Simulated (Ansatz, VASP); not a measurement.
# Cs in VASP and in Ansatz

```
Cs
1.0
     4.70609    0.00000    0.00000
    -2.35305    4.07560    0.00000
     0.00000    0.00000    4.42373
Cs
1
Direct
  0.00000 0.00000 0.00000
```

Change from the starting cell: volume scaled by 0.7, LAPW.

Alike in both runs: task single point; functional PBE; k mesh 8 × 8 × 8; occupations fermi-dirac, width 0.08 eV; no spin polarisation.

```csv
,VASP,Ansatz
version,VASP 6.6.1,Ansatz 0.2.0
potentials or method,"VASP PAW PBE potentials, release 64 (Cs_sv), cutoff 520 eV","all-electron LAPW, scalar-relativistic"
```

```csv
,VASP,Ansatz,Ansatz less VASP
pressure (GPa),1.1,1.1,+0.01
"traceless stress, the component that is largest in VASP (GPa)",-0.07,-0.07,-0.001
```

Ansatz ran all-electron here, and VASP with PAW potentials.

Spin-orbit coupling is off throughout.
